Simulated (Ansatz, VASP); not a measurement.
**One calculation of Mg5ZnO6, two programs**

```xyz
12
Lattice="3.0188 0.0000 0.0000 -1.5094 2.6143 0.0000 0.0000 0.0000 14.7673" Properties=species:S:1:pos:R:3 pbc="T T T"
Mg    0.0000    1.7429   12.2909
Mg    1.5094    0.8715    2.4764
Mg    0.0000    1.7429    4.9308
Mg    0.0000    0.0000    7.3837
Mg    1.5094    0.8715    9.8366
Zn    0.0000    0.0000    0.0000
O     1.5094    0.8715   13.4884
O     0.0000    1.7429    1.2789
O     0.0000    0.0000    3.7046
O     1.5094    0.8715    6.1573
O     0.0000    1.7429    8.6101
O     0.0000    0.0000   11.0628
```

Alike in both runs: functional PBE; k mesh 12 × 12 × 2; occupations gaussian, width 0.02 eV; no spin polarisation.

Ansatz relaxed the structure, and its values are those at the end. VASP's run is a single point on that final structure, the one shown.

```csv
,VASP,Ansatz
version,VASP 6.6.1,Ansatz 0.2.0
potentials or method,"VASP PAW PBE potentials, release 64 (Mg, Zn, O), cutoff 520 eV","scalar-relativistic, plane waves, PAW"
valence electrons in the cell,58,98
```

Ansatz gave:

- gap on the k mesh at the Fermi level (eV): 3.30
- least direct gap on the mesh (eV): 3.30
- pressure (GPa): 0.0
- rms of the force components (eV/Å): 0.000

Q: What did VASP give for the same quantities?

A: gap on the k mesh at the Fermi level (eV): 3.28; least direct gap on the mesh (eV): 3.28; pressure (GPa): -0.4; rms of the force components (eV/Å): 0.017.

VASP's potentials hold 58 valence electrons a cell and Ansatz's 98, so a difference there can come from the potentials and not from the codes.
